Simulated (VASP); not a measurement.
# Cu in VASP: a series of runs

Cu is run at these levels: PBEsol; tasks: single point.

All numbers are computed with VASP 6.6.1; they aren't measurements. Logs are shortened: lines on timing, memory, paths and dates and some standing lists are left out, and cuts for length are marked.

## Step 1: The cell of the first run

The cell holds a slab with vacuum, 6 atoms: a = 2.694 Å, b = 2.694 Å, c = 24.569 Å, α = 90.00°, β = 90.00°, γ = 120.00°.

## Step 2: Single point, PBEsol (strain +0.080 along x and y, +0.000 along z)

Contents of INCAR:

```
SYSTEM = Cu
ALGO     = Fast           ! electronic algorithm
EDIFF    = 1E-6           ! SCF threshold, eV
ENCUT    = 520            ! plane-wave cutoff, eV
GGA      = PS             ! functional
ISIF     = 2              ! what is computed and relaxed
ISMEAR   = 0              ! smearing method
LASPH    = .True.         ! aspherical terms in the spheres
LCHARG   = .False.        ! write CHGCAR
LREAL    = .False.        ! projectors in reciprocal space
LWAVE    = .False.        ! write WAVECAR
NBANDS   = 42             ! bands
NELM     = 60             ! most SCF steps
PREC     = Accurate       ! precision mode
SIGMA    = 0.15           ! smearing width, eV
```

Contents of KPOINTS:

```
k-points
0
Gamma
  24 24 2
  0 0 0
```

Contents of POSCAR:

```
Cu
1.0
    2.6942773525      0.0000000000      0.0000000000
   -1.3471386762      2.3333126321      0.0000000000
    0.0000000000      0.0000000000     24.5694588675
Cu
6
Direct
    0.0000000000      0.0000000000      0.3738265934
    0.6666666667      0.3333333333      0.2899969346
    0.3333333333      0.6666666667      0.4579262698
    0.0000000000      0.0000000000      0.6261734066
    0.6666666667      0.3333333333      0.5420737302
    0.3333333333      0.6666666667      0.7100030654
```

Potentials or basis: VASP PAW PBE potentials, release 64 (Cu).

On the command line:

```bash
> cat potpaw_PBE.64/Cu/POTCAR > POTCAR
> mpirun -np 1 vasp_std > vasp.out
```

OUTCAR:

```text
SYSTEM = Cu
   EDIFF = 1E-6
   ENCUT = 520
   GGA = PS
   ISIF = 2
   ISMEAR = 0
   LASPH = .True.
   LREAL = .False.
   NELM = 60
   PREC = Accurate

 ion  position               nearest neighbor table
   1  0.000  0.000  0.374-   2 2.58   2 2.58   2 2.58   3 2.59   3 2.59   3 2.59
   2  0.667  0.333  0.290-   1 2.58   1 2.58   1 2.58
   3  0.333  0.667  0.458-   1 2.59   1 2.59   1 2.59   5 2.59   5 2.59   5 2.59
   4  0.000  0.000  0.626-   6 2.58   6 2.58   6 2.58   5 2.59   5 2.59   5 2.59
   5  0.667  0.333  0.542-   4 2.59   4 2.59   4 2.59   3 2.59   3 2.59   3 2.59
   6  0.333  0.667  0.710-   4 2.58   4 2.58   4 2.58

  LATTYP: Found a hexagonal cell.
 ALAT       =     2.6942773525
 C/A-ratio  =     9.1191275630

  Lattice vectors:

 A1 = (   2.6942773525,   0.0000000000,   0.0000000000)
 A2 = (  -1.3471386762,   2.3333126321,   0.0000000000)
 A3 = (   0.0000000000,   0.0000000000,  24.5694588675)

Analysis of symmetry for initial positions (statically):
=====================================================================
 Subroutine PRICEL returns:
 Original cell was already a primitive cell.

 Routine SETGRP: Setting up the symmetry group for a
 hexagonal supercell.

 Subroutine GETGRP returns: Found 12 space group operations
 (whereof 12 operations were pure point group operations)
 out of a pool of 24 trial point group operations.

The static configuration has the point symmetry D_3d.

Analysis of symmetry for dynamics (positions and initial velocities):
=====================================================================
 Subroutine PRICEL returns:
 Original cell was already a primitive cell.

 Routine SETGRP: Setting up the symmetry group for a
 hexagonal supercell.

 Subroutine GETGRP returns: Found 12 space group operations
 (whereof 12 operations were pure point group operations)
 out of a pool of 24 trial point group operations.

The dynamic configuration has the point symmetry D_3d.

 Subroutine INISYM returns: Found 12 space group operations
 (whereof 12 operations are pure point group operations),
 and found     1 'primitive' translations

----------------------------------------------------------------------------------------

                                     Primitive cell

  volume of cell :     154.4581

  direct lattice vectors                    reciprocal lattice vectors
     2.694277352  0.000000000  0.000000000     0.371157037  0.214287615  0.000000000
    -1.347138676  2.333312632  0.000000000     0.000000000  0.428575231  0.000000000
     0.000000000  0.000000000 24.569458867     0.000000000  0.000000000  0.040700937

  length of vectors
     2.694277352  2.694277352 24.569458867     0.428575231  0.428575231  0.040700937

  position of ions in fractional coordinates (direct lattice)
     0.000000000  0.000000000  0.373826593
     0.666666667  0.333333333  0.289996935
     0.333333333  0.666666667  0.457926270
     0.000000000  0.000000000  0.626173407
     0.666666667  0.333333333  0.542073730
     0.333333333  0.666666667  0.710003065

  ion indices of the primitive-cell ions
   primitive index   ion index
                 1           1
                 2           2
                 3           3
                 4           4
                 5           5
                 6           6

----------------------------------------------------------------------------------------

 KPOINTS: k-points

Automatic generation of k-mesh.
 Grid dimensions read from file:
 generate k-points for:   24   24    2

 Generating k-lattice:

  Cartesian coordinates                     Fractional coordinates (reciprocal lattice)
     0.015464877  0.008928651  0.000000000     0.041666667 -0.000000000  0.000000000
     0.000000000  0.017857301  0.000000000     0.000000000  0.041666667  0.000000000
     0.000000000  0.000000000  0.020350469     0.000000000  0.000000000  0.500000000

  Length of vectors
     0.017857301  0.017857301  0.020350469

  Shift w.r.t. Gamma in fractional coordinates (k-lattice)
     0.000000000  0.000000000  0.000000000

 Subroutine IBZKPT returns following result:
 ===========================================

 Found    122 irreducible k-points:

 Following reciprocal coordinates:
            Coordinates               Weight
  0.000000  0.000000  0.000000      1.000000
  0.041667  0.000000  0.000000      6.000000
  0.083333  0.000000  0.000000      6.000000
  0.125000  0.000000  0.000000      6.000000
  0.166667  0.000000  0.000000      6.000000
  0.208333 -0.000000  0.000000      6.000000
[... 16 lines left out ...]
  0.416667  0.041667  0.000000     12.000000
  0.458333  0.041667  0.000000     12.000000
 [... further k-points ...]
   k-points           NKPTS =    122   k-points in BZ     NKDIM =    122   number of bands    NBANDS=     42
   number of dos      NEDOS =    301   number of ions     NIONS =      6
   total plane-waves  NPLWV =  76800
   dimension x,y,z NGX =    20 NGY =   20 NGZ =  192
   dimension x,y,z NGXF=    40 NGYF=   40 NGZF=  384
   ions per type =               6
   NGX,Y,Z   is equivalent  to a cutoff of  12.34, 12.34, 12.99 a.u.
   NGXF,Y,Z  is equivalent  to a cutoff of  24.68, 24.68, 25.98 a.u.
 SYSTEM =  Cu
   PREC   = accura    normal or accurate (medium, high low for compatibility)
   ISTART =      0    job   : 0-new  1-cont  2-samecut
   ICHARG =      2    charge: 1-file 2-atom 10-const
   ISPIN  =      1    spin polarized calculation?
   LNONCOLLINEAR =      F non collinear calculations
   LSORBIT =      F    spin-orbit coupling
   LASPH  =      T    aspherical Exc in radial PAW
   ENCUT  =  520.0 eV  38.22 Ry    6.18 a.u.   5.01  5.01 45.68*2*pi/ulx,y,z
   NELM   =     60;   NELMIN=  2; NELMDL= -5     # of ELM steps
   EDIFF  = 0.1E-05   stopping-criterion for ELM
   LREAL  =      F    real-space projection
   EDIFFG = 0.1E-04   stopping-criterion for IOM
   NSW    =      0    number of steps for IOM
   IBRION =     -1    ionic relax: 0-MD 1-quasi-New 2-CG
   NFREE  =      0    steps in history (QN), initial steepest desc. (CG)
   ISIF   =      2    stress and relaxation
   ISYM   =      2    0-nonsym 1-usesym 2-fastsym
   POTIM  = 0.5000    time-step for ionic-motion
   TEBEG  =    0.0;   TEEND  =   0.0 temperature during run
   PSTRESS=    0.0 pullay stress
   NELECT =      66.0000    total number of electrons
   NUPDOWN=      -1.0000    fix difference up-down
   EMIN   =  10.00;   EMAX   =-10.00  energy-range for DOS
   EFERMI =   0.00;   METHOD = LEGACY
   ISMEAR =     0;   SIGMA  =   0.15  broadening in eV -4-tet -1-fermi 0-gaus
   EFERMI_NEDOS =   21; number of points for ismear=-14 and -15
   IALGO  =     68    algorithm
   IMIX   =      4    mixing-type and parameters
     AMIX     =   0.40;   BMIX     =  1.00
     AMIX_MAG =   1.60;   BMIX_MAG =  1.00
  volume/ion in A,a.u.               =      25.74       173.72
  Fermi-wavevector in a.u.,A,eV,Ry     =   1.233065  2.330154 20.686959  1.520449
  Thomas-Fermi vector in A             =   2.367810
   LORBIT       =      0    0 simple, 1 ext, 2 COOP (PROOUT), +10 PAW based schemes
   GGA     = PS    functional components
   LHFCALC =     F    Hartree Fock is set to
   AEXX    =    0.0000 exact exchange contribution
   IVDW    =     0    specifies the selected vdW correction
   LEPSILON=     F    determine dielectric tensor
   LRPA    =     F    only Hartree local field effects (RPA)
 non-spin polarized calculation
 RMM-DIIS sequential band-by-band and
 Gauss-broadening in eV      SIGMA  =   0.15
  energy-cutoff  :      520.00
  volume of cell :      154.46
 maximum number of plane-waves:      4219
 NGX is ok and might be reduce to    20
   NGX =  9   NGY =  9   NGZ = 91

 number of electron      66.0000027 magnetization

 Free energy of the ion-electron system (eV)
  ---------------------------------------------------
  ext. energy  EPLUGINS =         0.00000000
  ---------------------------------------------------
  free energy    TOTEN  =       -24.00127279 eV

  energy without entropy =      -23.98233229  energy(sigma->0) =      -23.99180254

 E-fermi :   0.8890     XC(G=0):  -6.9441

 val. band max:        0.8485684221   @ k =   0.4167   0.0833   0.5000
 cond. band min:       0.9026795854   @ k =   0.2500   0.0000   0.5000
 fundamental gap:      0.0541111633
 Fermi energy:         0.8890290906

 k-point     1 :       0.0000    0.0000    0.0000
  band No.  band energies     occupation
      1      -7.5846      2.00000
      2      -6.9308      2.00000
      3      -5.9230      2.00000
      4      -4.7349      2.00000
      5      -3.8364      2.00000
      6      -3.5952      2.00000
[... 34 lines left out ...]
     41       6.6932      0.00000
     42       8.8257      0.00000

 k-point     2 :       0.0417    0.0000    0.0000
  band No.  band energies     occupation
      1      -7.5346      2.00000
      2      -6.8819      2.00000
      3      -5.8761      2.00000
      4      -4.6915      2.00000
      5      -3.7997      2.00000
      6      -3.5655      2.00000
[... 34 lines left out ...]
     41       6.7384      0.00000
     42       8.8715      0.00000

 k-point     3 :       0.0833    0.0000    0.0000
  band No.  band energies     occupation
      1      -7.3854      2.00000
      2      -6.7361      2.00000
      3      -5.7368      2.00000
      4      -4.5633      2.00000
      5      -3.6923      2.00000
      6      -3.4790      2.00000
[... 34 lines left out ...]
     41       6.8738      0.00000
     42       9.0114      0.00000

 k-point     4 :       0.1250    0.0000    0.0000
  band No.  band energies     occupation
      1      -7.1393      2.00000
      2      -6.4965      2.00000
      3      -5.5095      2.00000
      4      -4.3581      2.00000
      5      -3.5240      2.00000
      6      -3.3437      2.00000
[... 844 lines left out ...]
     41       8.0741      0.00000
     42       8.9818      0.00000

 k-point    23 :       0.4167    0.0417    0.0000
  band No.  band energies     occupation
      1      -3.7366      2.00000
      2      -3.4654      2.00000
      3      -3.4072      2.00000
      4      -3.2003      2.00000
      5      -2.9824      2.00000
      6      -2.8897      2.00000
[... 34 lines left out ...]
     41       7.9933      0.00000
     42       8.3483      0.00000

 k-point    24 :       0.4583    0.0417    0.0000
  band No.  band energies     occupation
      1      -3.6277      2.00000
      2      -3.3946      2.00000
      3      -3.3201      2.00000
      4      -3.1927      2.00000
      5      -3.0041      2.00000
      6      -2.8875      2.00000
[... 34 lines left out ...]
     41       7.7269      0.00000
     42       8.4743      0.00000

 [... further k-points ...]

------------------------ aborting loop because EDIFF is reached ----------------------------------------

  FORCE on cell =-STRESS in cart. coord.  units (eV):
  Direction    XX          YY          ZZ          XY          YZ          ZX
  --------------------------------------------------------------------------------------
  -------------------------------------------------------------------------------------
  Total       -9.2900864     -9.2900864     -5.1041091     -0.0000000      0.0000000      0.0000000
  in kB      -96.3650416    -96.3650416    -52.9443603     -0.0000000      0.0000000      0.0000000
  external PRESSURE =     -81.8914812 kB  Pullay stress =       0.0000000 kB

 VOLUME and BASIS-vectors are now :
 -----------------------------------------------------------------------------
  energy-cutoff  :      520.00
  volume of cell :      154.46
      direct lattice vectors                 reciprocal lattice vectors
     2.694277352  0.000000000  0.000000000     0.371157037  0.214287615  0.000000000
    -1.347138676  2.333312632  0.000000000     0.000000000  0.428575231  0.000000000
     0.000000000  0.000000000 24.569458867     0.000000000  0.000000000  0.040700937

 POSITION                                       TOTAL-FORCE (eV/Angst)
 -----------------------------------------------------------------------------------
      0.00000      0.00000      9.18472         0.000000      0.000000     -0.073411
      1.34714      0.77777      7.12507         0.000000      0.000000      0.541140
     -0.00000      1.55554     11.25100        -0.000000      0.000000     -0.017737
      0.00000      0.00000     15.38474         0.000000      0.000000      0.073411
      1.34714      0.77777     13.31846         0.000000     -0.000000      0.017737
     -0.00000      1.55554     17.44439        -0.000000      0.000000     -0.541140
 -----------------------------------------------------------------------------------
    total drift:                                0.000000      0.000000      0.000000

  FREE ENERGIE OF THE ION-ELECTRON SYSTEM (eV)
  ---------------------------------------------------
  free  energy   TOTEN  =       -24.0012727913 eV

  energy  without entropy=      -23.9823322928  energy(sigma->0) =      -23.99180254
```

Run time: 17 min. Hardware: 1 thread of Intel Xeon Platinum 8559C (Emerald Rapids), shared host; peak memory 0.64 GiB.

What came out:

| Item | Value |
| --- | --- |
| Free energy | -24.0013 eV |
| Largest force | 0.541 eV/Å |
| Band gap on the k mesh | zero (bands 33 and 34 overlap by 4.22 eV) |

Forces in eV/Å, atoms in the order of the input:
```
Cu   0.000  0.000 -0.073
Cu   0.000  0.000  0.541
Cu   0.000  0.000 -0.018
Cu   0.000  0.000  0.073
Cu   0.000  0.000  0.018
Cu   0.000  0.000 -0.541
```

Caveat: the cell differs from its parent crystal (strain +0.080 along x and y, +0.000 along z); there is no dipole correction, which matters where the two faces differ; the PAW data sets were made with another functional, which shifts forces and pressure a little.

[end of part 1 of 2]

The gap in the log of VASP goes by the Fermi energy; the results here count the filled bands.